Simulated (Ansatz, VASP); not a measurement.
## Two plane-wave programs on MgO

INCAR

```
PREC = Accurate ; ENCUT = 520
EDIFF = 1E-7 ; ISMEAR = 0
SIGMA = 0.05 ; LREAL = F
LASPH = T ; NELM = 100
ALGO = Normal ; ISIF = 2
LWAVE = F ; LCHARG = F
GGA = PS ; NBANDS = 11
```

File KPOINTS:

```
regular mesh
0
Gamma
  10 10 10
```

File POSCAR:

```
MgO
1.0
   -0.1007392680      2.0579593322      2.0579593322
    2.0579593322     -0.1007392680      2.0579593322
    2.0579593322      2.0579593322     -0.1007392680
Mg O
1 1
Direct
    0.0000000000      0.0000000000      0.0000000000
    0.5000000000      0.5000000000      0.5000000000
```

Input for Ansatz:

```yaml
crystal:
  lattice:
    - [-0.100739268, 2.0579593322, 2.0579593322]
    - [2.0579593322, -0.100739268, 2.0579593322]
    - [2.0579593322, 2.0579593322, -0.100739268]
  atoms:
    - { symbol: Mg, position: [0.0, 0.0, 0.0] }
    - { symbol: O, position: [0.5, 0.5, 0.5] }
basis:
  ecutwfc: 420
kpoints:
  mp_grid: { grid: [10, 10, 10] }
hamiltonian:
  xc: pbesol
scf:
  occupations: { method: gaussian, width: 0.05 }
output:
  forces: true
  stress: true
  eigenvalues: true
```

Alike in both runs: task single point; functional PBEsol; k mesh 10 × 10 × 10; occupations gaussian, width 0.05 eV; no spin polarisation.

|  | VASP | Ansatz |
| --- | --- | --- |
| version | VASP 6.6.1 | Ansatz 0.2.0 |
| potentials or method | VASP PAW PBE potentials, release 64 (Mg, O), cutoff 520 eV | scalar-relativistic, plane waves, PAW |
| valence electrons in the cell | 8 | 16 |

Ansatz gave:

- gap on the k mesh at the Fermi level (eV): 4.22
- least direct gap on the mesh (eV): 4.22
- pressure (GPa): 0.0
- traceless stress, the component that is largest in VASP (GPa): 6.21

Question: Which values does VASP return?

Answer: gap on the k mesh at the Fermi level (eV): 4.21; least direct gap on the mesh (eV): 4.21; pressure (GPa): -0.5; traceless stress, the component that is largest in VASP (GPa): 6.25.

VASP's potentials were made for PBE, not for PBEsol. With one functional, cell and mesh, what is left measures potentials, basis and numerics. VASP's potentials hold 8 valence electrons a cell and Ansatz's 16, so a difference there can come from the potentials and not from the codes.
